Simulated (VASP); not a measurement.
# SnO (P4/nmm) in VASP: further runs, part 2 of 2

VASP 6.6.1. Earlier steps stand in the parts before.

### 5 Relaxation of cell and atoms, PBE+D3(BJ)

This run uses another cell than the first one, of 17.46 Å³/atom.

INCAR

```
PREC     = Accurate       # precision mode
ENCUT    = 600            # plane-wave cutoff, eV
EDIFF    = 1E-6           # SCF threshold, eV
ISMEAR   = -1             # smearing method
SIGMA    = 0.02           # smearing width, eV
LREAL    = False          # projectors in reciprocal space
LASPH    = True           # aspherical terms in the spheres
NELM     = 100            # most SCF steps
ALGO     = Normal         # electronic algorithm
ISIF     = 3              # what is computed and relaxed
LWAVE    = False          # write WAVECAR
LCHARG   = False          # write CHGCAR
GGA      = PE             # functional
IVDW     = 12             # dispersion correction
IBRION   = 2              # ionic algorithm
NSW      = 80             # ionic steps
EDIFFG   = -0.005         # ionic threshold
```

KPOINTS

```
Automatic mesh
0
Gamma
  6 6 6
```

POSCAR

```
SnO
1.0
    3.7986000000      0.0000000000      0.0000000000
    0.0000000000      3.7986000000      0.0000000000
    0.0000000000      0.0000000000      4.8408000000
Sn O
2 2
Direct
    0.5000000000      0.0000000000      0.2369000000
    0.0000000000      0.5000000000      0.7631000000
    0.0000000000      0.0000000000      0.0000000000
    0.5000000000      0.5000000000      0.0000000000
```

Launch:

```bash
$ cat potpaw_PBE.64/Sn_d/POTCAR potpaw_PBE.64/O/POTCAR > POTCAR
$ mpirun -np 1 vasp_std > vasp.out
```

Wall time 18 min (1 thread of Intel Xeon 8259CL, shared host); peak memory 0.25 GiB.

Results (log left out):

| Item | Value |
| --- | --- |
| Free energy | -23.6332 eV |
| Relaxed volume | 17.41 Å³/atom |
| Relaxed cell | a = 3.835 Å, b = 3.835 Å, c = 4.735 Å, α = 90.00°, β = 90.00°, γ = 90.00° |
| Space group after relaxing (to 0.1 Å) | P4/nmm (No. 129) |
| Energy gained by relaxing | 7.0 meV/atom |
| Ionic steps | 16 |
| Pressure after relaxing | 0.0 GPa |
| Band gap on the k mesh | zero (bands 20 and 21 overlap by 0.06 eV) |
| Dispersion energy per atom | -0.236 eV |

Step by step:
```
step  energy change (eV)  largest force (eV/Å)  pressure (GPa)  volume (Å³)
   1              0.0000                0.6004            2.84        69.85
   2              0.0007                0.5037           -2.94        73.03
   3             -0.0222                0.0347           -0.21        71.39
   4             -0.0222                0.0462           -0.09        71.36
   5             -0.0233                0.0550           -0.12        71.23
   6             -0.0255                0.0820           -0.11        70.86
   7             -0.0243                0.1323           -0.05        70.09
   8             -0.0259                0.1029           -0.11        70.60
   9             -0.0269                0.0409           -0.20        70.36
  10             -0.0274                0.0348           -0.37        70.04
  11             -0.0277                0.0284            0.21        69.36
  12             -0.0278                0.0077            0.03        69.58
  13             -0.0278                0.0056           -0.01        69.61
  14             -0.0278                0.0035            0.03        69.60
  15             -0.0278                0.0047           -0.04        69.63
  16             -0.0278                0.0000           -0.03        69.62
```

Final structure:
```
Sn O
1.0
     3.83459    0.00000    0.00000
     0.00000    3.83459    0.00000
     0.00000    0.00000    4.73488
Sn O
2 2
Direct
  0.50000 0.00000 0.24574
  0.00000 0.50000 0.75426
  0.00000 0.00000 0.00000
  0.50000 0.50000 0.00000
```

Levels at points of the mesh, in eV from the Fermi level:
| k point | band 18 | band 19 | band 20 | band 21 | band 22 | band 23 |
| --- | --- | --- | --- | --- | --- | --- |
| (0.00, 0.00, 0.00) | -2.98 | -2.98 | 0.05 | 2.25 | 4.52 | 4.52 |
| (0.50, 0.00, 0.00) | -4.63 | -2.65 | -2.65 | 3.36 | 3.36 | 5.82 |
| (0.50, 0.50, 0.00) | -2.34 | -1.82 | -1.82 | -0.01 | -0.01 | 4.59 |
| (0.00, 0.00, 0.50) | -3.00 | -2.91 | -2.04 | 1.80 | 2.81 | 2.81 |
| (0.50, 0.00, 0.50) | -4.58 | -1.63 | -1.63 | 2.77 | 2.77 | 5.28 |
| (0.50, 0.50, 0.50) | -2.73 | -2.34 | -2.34 | 2.35 | 2.35 | 4.33 |

Caveat: semilocal functionals underestimate gaps, and a narrow one can read as zero; spin-orbit coupling is left out, which moves the levels of the heavy elements.

### 6 Relaxation of cell and atoms, PBE+D4

INCAR

```
  ALGO = Normal
  EDIFF = 1E-6
  EDIFFG = -0.005
  ENCUT = 600
  GGA = PE
  IBRION = 2
  ISIF = 3
  ISMEAR = -1
  IVDW = 13
  LASPH = T
  LCHARG = F
  LREAL = F
  LWAVE = F
  NELM = 60
  NSW = 80
  PREC = Accurate
  SIGMA = 0.02
```

KPOINTS

```
k-points
0
Gamma
  6 6 6
```

POSCAR

```
SnO
1.0
    3.8352661208      0.0000000000      0.0000000000
    0.0000000000      3.8352661208      0.0000000000
    0.0000000000      0.0000000000      4.7605543944
Sn O
2 2
Direct
    0.5000000000      0.0000000000      0.2435793413
    0.0000000000      0.5000000000      0.7564206587
    0.0000000000      0.0000000000      0.0000000000
    0.5000000000      0.5000000000      0.0000000000
```

Potentials or basis: VASP PAW PBE potentials, release 64 (Sn_d, O).

Launch:

```bash
$ cat potpaw_PBE.64/Sn_d/POTCAR potpaw_PBE.64/O/POTCAR > POTCAR
$ mpirun -np 1 vasp_std > vasp.out
```

Wall time 14 min (1 thread of Intel Xeon 8259CL, shared host); peak memory 0.25 GiB.

Results (log left out):

| Property | Result |
| --- | --- |
| Free energy | -23.7877 eV |
| Relaxed volume | 17.29 Å³/atom |
| Relaxed cell | a = 3.830 Å, b = 3.830 Å, c = 4.714 Å, α = 90.00°, β = 90.00°, γ = 90.00° |
| Space group after relaxing (to 0.1 Å) | P4/nmm (No. 129) |
| Energy gained by relaxing | 0.3 meV/atom |
| Ionic steps | 17 |
| Pressure after relaxing | 0.0 GPa |
| Largest force after relaxing | 0.005 eV/Å |
| Band gap on the k mesh | zero (bands 20 and 21 overlap by 0.11 eV) |
| Dispersion energy per atom | -0.277 eV |

Forces on the atoms (eV/Å):
```
Sn   0.000  0.000 -0.005
Sn   0.000  0.000  0.005
O    0.000  0.000  0.000
O    0.000  0.000  0.000
```

The path:
| step | energy change (eV) | largest force (eV/Å) | pressure (GPa) | volume (Å³) |
| --- | --- | --- | --- | --- |
| 1 | 0.0000 | 0.0800 | -0.02 | 70.02 |
| 2 | -0.0004 | 0.0181 | -0.23 | 70.01 |
| 3 | -0.0004 | 0.0066 | -0.30 | 70.00 |
| 4 | -0.0007 | 0.0029 | -0.21 | 69.82 |
| 5 | -0.0010 | 0.0024 | -0.08 | 69.58 |
| 6 | -0.0009 | 0.0085 | 0.21 | 69.10 |
| 7 | -0.0010 | 0.0066 | 0.08 | 69.34 |
| 8 | -0.0012 | 0.0052 | 0.03 | 69.27 |
| 9 | -0.0013 | 0.0282 | -0.03 | 69.14 |
| 10 | -0.0013 | 0.0238 | -0.03 | 69.16 |
| 11 | -0.0013 | 0.0045 | 0.06 | 69.11 |
| 12 | -0.0013 | 0.0007 | 0.06 | 69.11 |
| 13 | -0.0013 | 0.0024 | 0.05 | 69.12 |
| 14 | -0.0013 | 0.0045 | 0.04 | 69.12 |
| 15 | -0.0013 | 0.0012 | 0.03 | 69.12 |
| 16 | -0.0013 | 0.0012 | 0.04 | 69.12 |
| 17 | -0.0013 | 0.0046 | -0.01 | 69.16 |

Final structure:
```xyz
4
Lattice="3.8304 0.0000 0.0000 0.0000 3.8304 0.0000 0.0000 0.0000 4.7139" Properties=species:S:1:pos:R:3 pbc="T T T"
Sn    1.9152    0.0000    1.1645
Sn    0.0000    1.9152    3.5493
O     0.0000    3.8304    0.0000
O     1.9152    1.9152    0.0000
```

Levels at points of the mesh, in eV from the Fermi level:
| k point | band 16 | band 17 | band 18 | band 19 | band 20 | band 21 | band 22 | band 23 | band 24 |
| --- | --- | --- | --- | --- | --- | --- | --- | --- | --- |
| (0.00, 0.00, 0.00) | -6.04 | -3.29 | -2.98 | -2.98 | 0.07 | 2.29 | 4.51 | 4.51 | 4.90 |
| (0.50, 0.00, 0.00) | -4.77 | -4.63 | -4.63 | -2.66 | -2.66 | 3.40 | 3.40 | 5.83 | 5.83 |
| (0.50, 0.50, 0.00) | -4.87 | -2.33 | -2.33 | -1.82 | -1.82 | -0.04 | -0.04 | 4.61 | 4.61 |
| (0.00, 0.00, 0.50) | -3.38 | -3.00 | -3.00 | -2.86 | -2.04 | 1.82 | 2.79 | 2.79 | 3.60 |
| (0.50, 0.00, 0.50) | -5.30 | -4.58 | -4.58 | -1.63 | -1.63 | 2.81 | 2.81 | 5.28 | 5.28 |
| (0.50, 0.50, 0.50) | -5.45 | -2.75 | -2.75 | -2.33 | -2.33 | 2.35 | 2.35 | 4.39 | 4.39 |

Caveat: semilocal functionals underestimate gaps, and a narrow one can read as zero; spin-orbit coupling is left out, which moves the levels of the heavy elements.

### 7 The runs side by side

| task | level | cell | cutoff (eV) | gap on the mesh (eV) | pressure (GPa) | relaxed volume (Å³/atom) | largest force (eV/Å) |
| --- | --- | --- | --- | --- | --- | --- | --- |
| single point | PBE+D3(BJ) | a = 3.835, b = 3.835, c = 4.761 Å, 4 atoms, atomic positions A | 520 | none | 0.2 | - | 0.08 |
| single point | r2SCAN+rVV10 | a = 3.793, b = 3.793, c = 4.758 Å, 4 atoms, atomic positions B | 520 | none | 0.7 | - | 0.15 |
| single point | r2SCAN | a = 3.793, b = 3.793, c = 4.758 Å, 4 atoms, atomic positions B | 520 | 0.03 | 1.8 | - | 0.12 |
| relaxation of cell and atoms | PBE+D3(BJ) | relaxed from a = 3.799, b = 3.799, c = 4.841 Å, 4 atoms, atomic positions C | 600 | none | 0.0 | 17.41 | - |
| relaxation of cell and atoms | PBE+D4 | relaxed from a = 3.835, b = 3.835, c = 4.761 Å, 4 atoms, atomic positions A | 600 | none | 0.0 | 17.29 | - |

Alike in all rows: potentials or basis VASP PAW PBE potentials, release 64 (Sn_d, O); no spin polarisation; k mesh 6 × 6 × 6; smearing fermi-dirac 0.02 eV.

Caveats: semilocal functionals underestimate gaps, and a narrow one can read as zero; spin-orbit coupling is left out, which moves the levels of the heavy elements; the PAW data sets were made with another functional, which shifts forces and pressure a little (at least some runs).

Total energies depend on the potentials used, so only differences within one code and one set of settings carry meaning.
